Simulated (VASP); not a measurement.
# Si2W (I4/mmm) in VASP: further runs

Aim: see how the results for Si2W move with the level of theory and the settings. Levels: PBE, r2SCAN. Tasks: single point.

All numbers are computed with VASP 6.6.1; they aren't measurements. Logs are shortened: lines on timing, memory, paths and dates and some standing lists are left out, and cuts for length are marked.

### Step 1. The cell of the first run

The structure is tetragonal, space group I4/mmm (No. 139). The conventional cell has a = 3.230 Å, b = 3.230 Å, c = 7.864 Å, α = 90.00°, β = 90.00°, γ = 90.00°. Within 3.4 Å of Si (site symmetry 4mm) lie 9 Si at 2.60 to 3.23 Å and 5 W at 2.63 Å. Within 3.5 Å of W (site symmetry 4/mmm) lie 10 Si at 2.63 Å and 4 W at 3.23 Å.

### Step 2. Single point, PBE

The input, INCAR:

```
PREC     = Accurate       # precision mode
ENCUT    = 520            # plane-wave cutoff, eV
EDIFF    = 1E-6           # SCF threshold, eV
ISMEAR   = -1             # smearing method
SIGMA    = 0.02           # smearing width, eV
LREAL    = False          # projectors in reciprocal space
LASPH    = True           # aspherical terms in the spheres
NELM     = 60             # most SCF steps
ALGO     = Normal         # electronic algorithm
ISIF     = 2              # what is computed and relaxed
LWAVE    = False          # write WAVECAR
LCHARG   = False          # write CHGCAR
GGA      = PE             # functional
NBANDS   = 18             # bands
```

The input, KPOINTS:

```
Automatic mesh
0
Gamma
  10 10 10
```

The input, POSCAR:

```
Si2W
1.0
   -1.6151445251      1.6151445251      3.9318942537
    1.6151445251     -1.6151445251      3.9318942537
    1.6151445251      1.6151445251     -3.9318942537
Si W
2 1
Direct
    0.3347929212      0.3347929212      0.0000000000
    0.6652070788      0.6652070788      0.0000000000
    0.0000000000      0.0000000000      0.0000000000
```

Potentials or basis: VASP PAW PBE potentials, release 64 (Si, W_sv).

The run is started by

```console
> cat potpaw_PBE.64/Si/POTCAR potpaw_PBE.64/W_sv/POTCAR > POTCAR
> mpirun -np 1 vasp_std > vasp.out
```

OUTCAR:

```text
PREC = Accurate
   ENCUT = 520
   EDIFF = 1E-6
   ISMEAR = -1
   LREAL = False
   LASPH = True
   NELM = 60
   ISIF = 2
   GGA = PE

 ion  position               nearest neighbor table
   1  0.335  0.335  0.000-   2 2.60   3 2.63   3 2.63   3 2.63   3 2.63   3 2.63   2 2.64   2 2.64
                             2 2.64   2 2.64
   2  0.665  0.665  0.000-   1 2.60   3 2.63   3 2.63   3 2.63   3 2.63   3 2.63   1 2.64   1 2.64
                             1 2.64   1 2.64
   3  0.000  0.000  0.000-   2 2.63   1 2.63   2 2.63   1 2.63   2 2.63   1 2.63   1 2.63   2 2.63
                             1 2.63   2 2.63

  LATTYP: Found a body centered tetragonal cell.
 ALAT       =     3.2302890502
 C/A-ratio  =     2.4343915932

  Lattice vectors:

 A1 = (  -1.6151445251,   1.6151445251,   3.9318942537)
 A2 = (   1.6151445251,  -1.6151445251,   3.9318942537)
 A3 = (   1.6151445251,   1.6151445251,  -3.9318942537)

Analysis of symmetry for initial positions (statically):
=====================================================================
 Subroutine PRICEL returns:
 Original cell was already a primitive cell.

 Routine SETGRP: Setting up the symmetry group for a
 body centered tetragonal supercell.

 Subroutine GETGRP returns: Found 16 space group operations
 (whereof 16 operations were pure point group operations)
 out of a pool of 16 trial point group operations.

The static configuration has the point symmetry D_4h.

Analysis of symmetry for dynamics (positions and initial velocities):
=====================================================================
 Subroutine PRICEL returns:
 Original cell was already a primitive cell.

 Routine SETGRP: Setting up the symmetry group for a
 body centered tetragonal supercell.

 Subroutine GETGRP returns: Found 16 space group operations
 (whereof 16 operations were pure point group operations)
 out of a pool of 16 trial point group operations.

The dynamic configuration has the point symmetry D_4h.

 Subroutine INISYM returns: Found 16 space group operations
 (whereof 16 operations are pure point group operations),
 and found     1 'primitive' translations

----------------------------------------------------------------------------------------

                                     Primitive cell

  volume of cell :      41.0284

  direct lattice vectors                    reciprocal lattice vectors
    -1.615144525  1.615144525  3.931894254     0.000000000  0.309569820  0.127165170
     1.615144525 -1.615144525  3.931894254     0.309569820  0.000000000  0.127165170
     1.615144525  1.615144525 -3.931894254     0.309569820  0.309569820  0.000000000

  length of vectors
     4.547216302  4.547216302  4.547216302     0.334670665  0.334670665  0.437797838

  position of ions in fractional coordinates (direct lattice)
     0.334792921  0.334792921  0.000000000
     0.665207079  0.665207079  0.000000000
     0.000000000  0.000000000  0.000000000

  ion indices of the primitive-cell ions
   primitive index   ion index
                 1           1
                 2           2
                 3           3

----------------------------------------------------------------------------------------

 KPOINTS: Automatic mesh

Automatic generation of k-mesh.
 Grid dimensions read from file:
 generate k-points for:   10   10   10

 Generating k-lattice:

  Cartesian coordinates                     Fractional coordinates (reciprocal lattice)
     0.000000000  0.030956982  0.012716517     0.100000000  0.000000000  0.000000000
     0.030956982  0.000000000  0.012716517     0.000000000  0.100000000  0.000000000
     0.030956982  0.030956982  0.000000000     0.000000000  0.000000000  0.100000000

  Length of vectors
     0.033467066  0.033467066  0.043779784

  Shift w.r.t. Gamma in fractional coordinates (k-lattice)
     0.000000000  0.000000000  0.000000000

 Subroutine IBZKPT returns following result:
 ===========================================

 Found    102 irreducible k-points:

 Following reciprocal coordinates:
            Coordinates               Weight
  0.000000  0.000000  0.000000      1.000000
  0.100000  0.000000 -0.000000      8.000000
  0.200000  0.000000 -0.000000      8.000000
  0.300000  0.000000  0.000000      8.000000
  0.400000  0.000000 -0.000000      8.000000
  0.500000  0.000000  0.000000      4.000000
[... 16 lines left out ...]
  0.300000  0.300000  0.000000      8.000000
  0.400000  0.300000 -0.000000     16.000000
 [... further k-points ...]
   k-points           NKPTS =    102   k-points in BZ     NKDIM =    102   number of bands    NBANDS=     18
   number of dos      NEDOS =    301   number of ions     NIONS =      3
   total plane-waves  NPLWV =  46656
   dimension x,y,z NGX =    36 NGY =   36 NGZ =   36
   dimension x,y,z NGXF=    72 NGYF=   72 NGZF=   72
   ions per type =               2   1
   NGX,Y,Z   is equivalent  to a cutoff of  13.16, 13.16, 13.16 a.u.
   NGXF,Y,Z  is equivalent  to a cutoff of  26.32, 26.32, 26.32 a.u.
 SYSTEM =  unknown system
   PREC   = accura    normal or accurate (medium, high low for compatibility)
   ISTART =      0    job   : 0-new  1-cont  2-samecut
   ICHARG =      2    charge: 1-file 2-atom 10-const
   ISPIN  =      1    spin polarized calculation?
   LNONCOLLINEAR =      F non collinear calculations
   LSORBIT =      F    spin-orbit coupling
   LASPH  =      T    aspherical Exc in radial PAW
   ENCUT  =  520.0 eV  38.22 Ry    6.18 a.u.   8.45  8.45  8.45*2*pi/ulx,y,z
   NELM   =     60;   NELMIN=  2; NELMDL= -5     # of ELM steps
   EDIFF  = 0.1E-05   stopping-criterion for ELM
   LREAL  =      F    real-space projection
   EDIFFG = 0.1E-04   stopping-criterion for IOM
   NSW    =      0    number of steps for IOM
   IBRION =     -1    ionic relax: 0-MD 1-quasi-New 2-CG
   NFREE  =      0    steps in history (QN), initial steepest desc. (CG)
   ISIF   =      2    stress and relaxation
   ISYM   =      2    0-nonsym 1-usesym 2-fastsym
   POTIM  = 0.5000    time-step for ionic-motion
   TEBEG  =    0.0;   TEEND  =   0.0 temperature during run
   PSTRESS=    0.0 pullay stress
   NELECT =      22.0000    total number of electrons
   NUPDOWN=      -1.0000    fix difference up-down
   EMIN   =  10.00;   EMAX   =-10.00  energy-range for DOS
   EFERMI =   0.00;   METHOD = LEGACY
   ISMEAR =    -1;   SIGMA  =   0.02  broadening in eV -4-tet -1-fermi 0-gaus
   EFERMI_NEDOS =   21; number of points for ismear=-14 and -15
   IALGO  =     38    algorithm
   IMIX   =      4    mixing-type and parameters
     AMIX     =   0.40;   BMIX     =  1.00
     AMIX_MAG =   1.60;   BMIX_MAG =  1.00
  volume/ion in A,a.u.               =      13.68        92.29
  Fermi-wavevector in a.u.,A,eV,Ry     =   1.330008  2.513350 24.067628  1.768921
  Thomas-Fermi vector in A             =   2.459127
   LORBIT       =      0    0 simple, 1 ext, 2 COOP (PROOUT), +10 PAW based schemes
   GGA     = PE    functional components
[... 5 lines left out ...]
 non-spin polarized calculation
  energy-cutoff  :      520.00
  volume of cell :       41.03
 maximum number of plane-waves:      1142
 NGX is ok and might be reduce to    36
   NGX = 17   NGY = 17   NGZ = 17

 number of electron      22.0000000 magnetization

 Free energy of the ion-electron system (eV)
  ---------------------------------------------------
  ext. energy  EPLUGINS =         0.00000000
  ---------------------------------------------------
  free energy    TOTEN  =       -24.81193033 eV

  energy without entropy =      -24.81128221  energy(sigma->0) =      -24.81160627

 E-fermi :  11.7449     XC(G=0): -12.4588

 val. band max:       11.7364405453   @ k =  -0.2000  -0.3000   0.2000
 cond. band min:      11.7692451428   @ k =   0.5000   0.5000   0.3000
 fundamental gap:      0.0328045975
 Fermi energy:        11.7448509295

 k-point     1 :       0.0000    0.0000    0.0000
  band No.  band energies     occupation
      1     -62.1242      2.00000
      2     -26.3745      2.00000
      3     -26.3575      2.00000
      4     -26.3575      2.00000
      5      -2.2047      2.00000
      6       4.9936      2.00000
[... 10 lines left out ...]
     17      17.3586      0.00000
     18      17.3586      0.00000

 k-point     2 :       0.1000    0.0000   -0.0000
  band No.  band energies     occupation
      1     -62.1235      2.00000
      2     -26.3773      2.00000
      3     -26.3730      2.00000
      4     -26.3557      2.00000
      5      -2.0166      2.00000
      6       4.9981      2.00000
[... 10 lines left out ...]
     17      17.3935      0.00000
     18      18.0072      0.00000

 k-point     3 :       0.2000    0.0000   -0.0000
  band No.  band energies     occupation
      1     -62.1218      2.00000
      2     -26.4288      2.00000
      3     -26.3691      2.00000
      4     -26.3510      2.00000
      5      -1.4656      2.00000
      6       4.8910      2.00000
[... 10 lines left out ...]
     17      18.0172      0.00000
     18      19.4418      0.00000

 k-point     4 :       0.3000    0.0000    0.0000
  band No.  band energies     occupation
      1     -62.1196      2.00000
      2     -26.4918      2.00000
      3     -26.3643      2.00000
      4     -26.3452      2.00000
      5      -0.5895      2.00000
      6       4.2958      2.00000
[... 375 lines left out ...]
      4     -26.3613      2.00000
      5      -0.9791      2.00000
      6       5.8852      2.00000
[... 10 lines left out ...]
     17      18.4366      0.00000
     18      19.0473      0.00000

 k-point    23 :       0.3000    0.3000    0.0000
  band No.  band energies     occupation
      1     -62.1151      2.00000
      2     -26.4775      2.00000
      3     -26.4730      2.00000
      4     -26.3536      2.00000
      5       1.1305      2.00000
      6       3.6036      2.00000
[... 10 lines left out ...]
     17      18.4201      0.00000
     18      20.0514      0.00000

 k-point    24 :       0.4000    0.3000   -0.0000
  band No.  band energies     occupation
      1     -62.1134      2.00000
      2     -26.5240      2.00000
      3     -26.4688      2.00000
      4     -26.3481      2.00000
      5       2.0618      2.00000
      6       3.1395      2.00000
[... 10 lines left out ...]
     17      18.9256      0.00000
     18      20.6103      0.00000

 [... further k-points ...]

------------------------ aborting loop because EDIFF is reached ----------------------------------------

  FORCE on cell =-STRESS in cart. coord.  units (eV):
  Direction    XX          YY          ZZ          XY          YZ          ZX
  --------------------------------------------------------------------------------------
  -------------------------------------------------------------------------------------
  Total        0.0239214      0.0239214      0.0023078      0.0000000     -0.0000000      0.0000000
  in kB        0.9341408      0.9341408      0.0901200      0.0000000     -0.0000000      0.0000000
  external PRESSURE =       0.6528006 kB  Pullay stress =       0.0000000 kB

 VOLUME and BASIS-vectors are now :
 -----------------------------------------------------------------------------
  energy-cutoff  :      520.00
  volume of cell :       41.03
      direct lattice vectors                 reciprocal lattice vectors
    -1.615144525  1.615144525  3.931894254     0.000000000  0.309569820  0.127165170
     1.615144525 -1.615144525  3.931894254     0.309569820  0.000000000  0.127165170
     1.615144525  1.615144525 -3.931894254     0.309569820  0.309569820  0.000000000

 POSITION                                       TOTAL-FORCE (eV/Angst)
 -----------------------------------------------------------------------------------
      0.00000      0.00000      2.63274         0.000000      0.000000      0.000734
      0.00000      0.00000      5.23105         0.000000      0.000000     -0.000734
      0.00000      0.00000      0.00000        -0.000000     -0.000000     -0.000000
 -----------------------------------------------------------------------------------
    total drift:                                0.000000      0.000000     -0.000000

  FREE ENERGIE OF THE ION-ELECTRON SYSTEM (eV)
  ---------------------------------------------------
  free  energy   TOTEN  =       -24.8119303294 eV

  energy  without entropy=      -24.8112822129  energy(sigma->0) =      -24.81160627
```

It took 66 s on 1 thread of Intel Xeon Platinum 8375C at 2.90GHz (Ice Lake), shared host; peak memory 0.25 GiB.

Results:

```
Free energy            : -24.8119 eV
Pressure               : 0.1 GPa
Band gap on the k mesh : zero (band 11 reaches 12.47 eV, above the bottom of band 12 at 11.19 eV)
```

Caveat: spin-orbit coupling is left out, which moves the levels of the heavy elements.

### Step 3. Single point, r2SCAN

This run uses another cell than the first one, of 13.42 Å³/atom, 0.981 times its volume.

The input, POSCAR:

```
Si2W
1.0
   -1.6062564142      1.6062564142      3.9009830007
    1.6062564142     -1.6062564142      3.9009830007
    1.6062564142      1.6062564142     -3.9009830007
Si W
2 1
Direct
    0.3350769127      0.3350769127      0.0000000000
    0.6649230873      0.6649230873      0.0000000000
    0.0000000000      0.0000000000      0.0000000000
```

The input, INCAR.step1:

```
SYSTEM = Si2W
PREC = Accurate ; ENCUT = 520
ISMEAR = -1 ; SIGMA = 0.02
LREAL = .False. ; LASPH = .True.
NELM = 100 ; NBANDS = 18
GGA = PE ; ALGO = Normal
EDIFF = 1E-4 ; LWAVE = .True.
LCHARG = .False.
```

The input, INCAR.step2:

```
SYSTEM = Si2W
PREC = Accurate ; ENCUT = 520
EDIFF = 1E-7 ; ISMEAR = -1
SIGMA = 0.02 ; LREAL = .False.
LASPH = .True. ; NELM = 100
ALGO = Normal ; ISIF = 2
LWAVE = .False. ; LCHARG = .False.
METAGGA = R2SCAN ; LMIXTAU = .True.
NBANDS = 18 ; ISTART = 1
```

The input, KPOINTS:

```
Automatic mesh
0
Gamma
  10 10 10
  0 0 0
```

Potentials or basis: VASP PAW PBE potentials, release 64 (Si, W_sv).

The run is started by

```console
> cat potpaw_PBE.64/Si/POTCAR potpaw_PBE.64/W_sv/POTCAR > POTCAR
> cp INCAR.step1 INCAR
> mpirun -np 1 vasp_std > vasp.out
> cp INCAR.step2 INCAR
> mpirun -np 1 vasp_std > vasp.out
```

Wall time 5.2 min (1 thread of Intel Xeon Platinum 8375C at 2.90GHz (Ice Lake), shared host); peak memory 0.26 GiB.

Results (log left out):

| Item | Value |
| --- | --- |
| Free energy | -69.8138 eV |
| Pressure | 0.3 GPa |
| Largest force | 0.009 eV/Å |
| Band gap on the k mesh | zero (band 11 reaches 12.69 eV, above the bottom of band 12 at 11.38 eV) |

Forces on the atoms (eV/Å):
```
Si   0.000  0.000 -0.009
Si   0.000  0.000  0.009
W    0.000  0.000  0.000
```

Stress tensor (GPa, compression positive):
```
0.36 0.00 0.00
0.00 0.36 0.00
0.00 0.00 0.05
```

Levels at points of the mesh, in eV from the Fermi level:
```
           k point  band 7  band 8  band 9  band 10  band 11  band 12  band 13  band 14  band 15  band 16
(0.00, 0.00, 0.00)   -3.76   -3.34   -3.00    -3.00     0.64     3.09     3.23     3.23     3.23     5.06
(0.50, 0.00, 0.00)   -5.98   -5.16   -2.97    -2.81    -0.44     2.99     3.06     4.25     4.90     5.46
(0.50, 0.50, 0.00)   -6.36   -5.63   -5.27    -3.40    -1.96     3.14     3.35     3.48     4.26     4.57
(0.50, 0.50, 0.50)   -3.91   -2.62   -0.91    -0.91    -0.48    -0.48     0.83     5.00     5.63     6.78
```

Caveat: the PAW data sets were made with another functional, which shifts forces and pressure a little; spin-orbit coupling is left out, which moves the levels of the heavy elements.

(Continued in part 2 of 2.)
